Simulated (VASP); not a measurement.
Crystal: Al5O3.

```xyz
8
Lattice="3.1501 0.0000 0.0000 0.0000 3.1501 0.0000 0.0000 0.0000 11.0402" Properties=species:S:1:pos:R:3 pbc="T T T"
Al    0.0000    0.0000    2.7601
Al    0.0000    0.0000    8.2802
Al    0.0000    0.0000    0.0000
Al    1.5750    1.5750    4.1401
Al    1.5750    1.5750    6.9001
O     1.5750    1.5750    1.3800
O     1.5750    1.5750    9.6602
O     0.0000    0.0000    5.5201
```

| Quantity | Value |
| --- | --- |
| Program | VASP 6.6.1 |
| Task | relaxation of cell and atoms |
| Functional | PBE |
| Potentials or basis | VASP PAW PBE potentials, release 64 (Al, O) |
| Cutoff | 600 eV |
| k mesh | 6 × 6 × 2 |
| Occupations | gaussian, width 0.1 eV |
| Spin | no spin polarisation |

At the start: pressure -10.1 GPa; volume 13.69 Å³/atom.

How do energy, volume and symmetry change on relaxing?

Over 38 steps the energy falls by 385.0 meV/atom and the volume is 11.98 Å³/atom (-12.5 %); space group P4/mmm (No. 123, to 0.05 Å).

The path:
| step | energy change (eV) | largest force (eV/Å) | pressure (GPa) | volume (Å³) |
| --- | --- | --- | --- | --- |
| 1 | 0.0000 | 1.2179 | -10.12 | 109.55 |
| 2 | -1.4565 | 1.6308 | -0.74 | 96.21 |
| 3 | -1.7525 | 1.6632 | 7.80 | 89.52 |
| 4 | -2.1824 | 1.3554 | 4.13 | 91.27 |
| 5 | -2.2118 | 0.9205 | 4.27 | 90.95 |
| 6 | -2.2965 | 0.1909 | -2.17 | 95.42 |
| 7 | -2.3007 | 0.2714 | -1.09 | 94.57 |
| 8 | -2.3122 | 0.1386 | -0.08 | 93.77 |
| 9 | -2.3133 | 0.1828 | 0.35 | 93.44 |
| 10 | -2.3187 | 0.1402 | 0.27 | 93.52 |
| 11 | -2.3295 | 0.2026 | 0.07 | 93.76 |
| 12 | -2.3313 | 0.5100 | -0.10 | 94.25 |
| 13 | -2.3332 | 0.3235 | -0.06 | 94.04 |
| 14 | -2.3355 | 0.3340 | -0.06 | 94.07 |
| 15 | -2.3436 | 0.4059 | -0.07 | 94.15 |
| 16 | -2.3624 | 0.5478 | -0.10 | 94.32 |
| 17 | -2.3689 | 0.7115 | -0.35 | 94.66 |
| 18 | -2.3750 | 0.5946 | -0.24 | 94.50 |
| 19 | -2.3861 | 0.6124 | -0.25 | 94.53 |
| 20 | -2.3931 | 0.6323 | -0.22 | 94.57 |
| 21 | -2.4080 | 0.6083 | -0.17 | 94.52 |
| 22 | -2.4524 | 0.5378 | 0.02 | 94.38 |
| 23 | -2.5240 | 0.4194 | 0.53 | 94.09 |
| 24 | -2.4825 | 1.4788 | 2.45 | 93.50 |
| 25 | -2.5404 | 0.6279 | 1.06 | 93.89 |
| 26 | -2.5550 | 0.6399 | 1.02 | 93.91 |
| 27 | -2.5931 | 0.6676 | 0.92 | 94.00 |
| 28 | -2.6975 | 0.6492 | 0.96 | 94.14 |
| 29 | -2.9312 | 0.7915 | 1.29 | 94.32 |
| 30 | -2.8407 | 1.0872 | 5.55 | 94.31 |
| 31 | -2.9819 | 0.9929 | 2.48 | 94.38 |
| 32 | -3.0480 | 0.3756 | 0.50 | 95.61 |
| 33 | -3.0513 | 0.4006 | -0.03 | 95.97 |
| 34 | -3.0610 | 0.3377 | -0.14 | 96.04 |
| 35 | -3.0720 | 0.1945 | -0.42 | 96.24 |
| 36 | -3.0762 | 0.1752 | -0.04 | 95.93 |
| 37 | -3.0778 | 0.1544 | 0.42 | 95.58 |
| 38 | -3.0798 | 0.0341 | -0.04 | 95.85 |

Final structure:
```cif
data_structure
_symmetry_space_group_name_H-M 'P 1'
_symmetry_Int_Tables_number 1
_cell_length_a 2.6597
_cell_length_b 2.6597
_cell_length_c 13.5504
_cell_angle_alpha 90.000
_cell_angle_beta 90.000
_cell_angle_gamma 90.000
_cell_volume 95.85
loop_
_atom_site_label
_atom_site_type_symbol
_atom_site_fract_x
_atom_site_fract_y
_atom_site_fract_z
_atom_site_occupancy
Al1 Al 0.00000 0.00000 0.24239 1
Al2 Al 0.00000 0.00000 0.75761 1
Al3 Al 0.00000 0.00000 0.00000 1
Al4 Al 0.50000 0.50000 0.39197 1
Al5 Al 0.50000 0.50000 0.60803 1
O1 O 0.50000 0.50000 0.08249 1
O2 O 0.50000 0.50000 0.91751 1
O3 O 0.00000 0.00000 0.50000 1
```

Caveat: an odd number of electrons without spin polarisation forces a metal; a magnetic or distorted state may lie lower.
